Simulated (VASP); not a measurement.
Input of a VASP 6.6.1 run:

The input INCAR:

```
PREC = Accurate
ENCUT = 500
EDIFF = 1E-6
ISMEAR = 1
SIGMA = 0.15
LREAL = F
LASPH = T
NELM = 120
ALGO = Normal
ISIF = 2
LWAVE = F
LCHARG = F
GGA = CA
NBANDS = 12
GGA_COMPAT = F
```

Contents of KPOINTS:

```
Automatic mesh
0
Gamma
  12 12 7
```

The input POSCAR:

```
Zn
1.0
    1.4880390000     -2.1212790000      0.0000000000
    1.4880390000      2.1212790000      0.0000000000
    0.0000000000      0.0000000000      4.1407460000
Zn
1
Direct
    0.5000000000      0.5000000000      0.5000000000
```

Potentials or basis: VASP PAW LDA potentials, release 64 (Zn).

Command:

```bash
$ cat potpaw_LDA.64/Zn/POTCAR > POTCAR
$ mpirun -np 1 vasp_std > vasp.out
```

Task: Estimate the band gap on the k mesh.

Result: Zero (band 6 reaches 1.30 eV, above the bottom of band 7 at -2.00 eV).

Task: Estimate the pressure.

Result: -7.5 GPa.

Stress tensor (GPa, compression positive):
```
-12.07   0.00   0.00
  0.00  -6.81   0.00
  0.00   0.00  -3.59
```
